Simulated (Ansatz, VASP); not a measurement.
## One calculation of SnO2, two programs

File INCAR:

```
SYSTEM = SnO2
ALGO = Normal
EDIFF = 1E-6
EDIFFG = -0.04
ENCUT = 600
GGA = PE
IBRION = 2
ISIF = 3
ISMEAR = 0
LASPH = .True.
LCHARG = .False.
LREAL = .False.
LWAVE = .False.
NELM = 60
NSW = 90
PREC = Accurate
SIGMA = 0.1
```

File KPOINTS:

```
k-points
0
Gamma
  6 6 4
  0 0 0
```

The input POSCAR:

```
SnO2
1.0
    3.1774145200      0.0000000000      0.0000000000
    0.0000000000      3.1774145200      0.0000000000
    0.0000000000      0.0000000000      4.3704979600
Sn O
1 2
Direct
    0.0000000000      0.0000000000      0.3637829100
    0.5000000000      0.5000000000      0.3406719900
    0.5000000000      0.5000000000      0.0621393800
```

Input for Ansatz:

```yaml
crystal:
  lattice:
    - [3.17741452, 0.0, 0.0]
    - [0.0, 3.17741452, 0.0]
    - [0.0, 0.0, 4.37049796]
  atoms:
    - { symbol: Sn, position: [0.0, 0.0, 0.36378291] }
    - { symbol: O, position: [0.5, 0.5, 0.34067199] }
    - { symbol: O, position: [0.5, 0.5, 0.06213938] }
basis:
  ecutwfc: 420
kpoints:
  mp_grid: { grid: [6, 6, 4] }
hamiltonian:
  xc: pbe
scf:
  occupations: { method: gaussian, width: 0.1 }
  lower_state_search: "off"
output:
  forces: true
  stress: true
  eigenvalues: true
relax:
  adjacent_minimum: "off"
  f_tol: 0.04
  max_steps: 70
  cell: { stress_tol: 0.4 }
```

Alike in both runs: task relaxation of cell and atoms; functional PBE; k mesh 6 × 6 × 4; occupations gaussian, width 0.1 eV; no spin polarisation.

|  | VASP | Ansatz |
| --- | --- | --- |
| version | VASP 6.6.1 | Ansatz 0.2.0 |
| potentials or method | VASP PAW PBE potentials, release 64 (Sn_d, O), cutoff 600 eV | scalar-relativistic, plane waves, PAW |
| valence electrons in the cell | 26 | 26 |

VASP gave:

| Quantity | Value |
| --- | --- |
| gap on the k mesh at the Fermi level, each at its own relaxed structure (eV) | 0.39 |
| relaxed volume (Å³/atom) | 19.01 |
| relaxed cell length with the largest relative difference (Å) | 4.749 |

Task: Which values does Ansatz return?

Result: gap on the k mesh at the Fermi level, each at its own relaxed structure (eV): 0.55; relaxed volume (Å³/atom): 19.67; relaxed cell length with the largest relative difference (Å): 4.896.

Noted on VASP's run: the standard files for N, O and F lose accuracy on very short bonds; the volume moved by over 15 % at a fixed basis, so the end points are rough.
